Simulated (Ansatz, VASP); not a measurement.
# SiMo3 in VASP and in Ansatz

```
Si Mo
1.0
     4.83432    0.00000    0.00000
     0.00000    4.83432    0.00000
     0.00000    0.00000    4.83432
Si Mo
2 6
Direct
  0.00000 0.00000 0.00000
  0.50000 0.50000 0.50000
  0.25000 0.00000 0.50000
  0.50000 0.75000 0.00000
  0.75000 0.00000 0.50000
  0.50000 0.25000 0.00000
  0.00000 0.50000 0.75000
  0.00000 0.50000 0.25000
```

Alike in both runs: functional LDA; k mesh 8 × 8 × 8; occupations gaussian, width 0.1 eV; no spin polarisation.

Ansatz relaxed the structure, and its values are those at the end. VASP's run is a single point on that final structure, the one shown.

|  | VASP | Ansatz |
| --- | --- | --- |
| version | VASP 6.6.1 | Ansatz 0.2.0 |
| potentials or method | VASP PAW LDA potentials, release 64 (Si, Mo_sv), cutoff 520 eV | scalar-relativistic, plane waves, PAW |
| valence electrons in the cell | 92 | 92 |

|  | VASP | Ansatz | Ansatz less VASP |
| --- | --- | --- | --- |
| gap on the k mesh at the Fermi level (eV) | none | none | - |
| pressure (GPa) | 1.1 | 0.0 | -1.16 |

LDA's correlation is that of Perdew and Zunger in VASP and of Perdew and Wang (1992) in Ansatz. A gap of «none» marks a metal or a gap that the smearing closes.
